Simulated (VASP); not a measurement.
Input of a VASP 6.6.1 run:

The input INCAR:

```
SYSTEM = SnSe
PREC = Accurate
ENCUT = 600
EDIFF = 1E-6
ISMEAR = -1
SIGMA = 0.02
LREAL = .FALSE.
LASPH = .TRUE.
NELM = 60
ALGO = Normal
ISIF = 3
LWAVE = .FALSE.
LCHARG = .FALSE.
GGA = PS
IBRION = 2
NSW = 80
EDIFFG = -0.01
```

Contents of KPOINTS:

```
regular mesh
0
G
  8 8 8
  0 0 0
```

POSCAR

```
SnSe
1.0
    0.0000000000      3.0100000000      3.0100000000
    3.0100000000      0.0000000000      3.0100000000
    3.0100000000      3.0100000000      0.0000000000
Sn Se
1 1
Direct
    0.0000000000      0.0000000000      0.0000000000
    0.5000000000      0.5000000000      0.5000000000
```

Potentials or basis: VASP PAW PBE potentials, release 64 (Sn_d, Se).

Command:

```console
$ cat potpaw_PBE.64/Sn_d/POTCAR potpaw_PBE.64/Se/POTCAR > POTCAR
$ mpirun -np 1 vasp_std > vasp.out
```

Predict the space group after relaxing (to 0.05 Å).

Fm-3m (No. 225).

Predict the relaxed cell.

a = 4.206 Å, b = 4.206 Å, c = 4.206 Å, α = 60.00°, β = 60.00°, γ = 60.00°.

Final structure:
```
CELL_PARAMETERS angstrom
0.00000 2.97376 2.97376
2.97376 0.00000 2.97376
2.97376 2.97376 0.00000
ATOMIC_POSITIONS crystal
Sn 0.00000 0.00000 0.00000
Se 0.50000 0.50000 0.50000
```
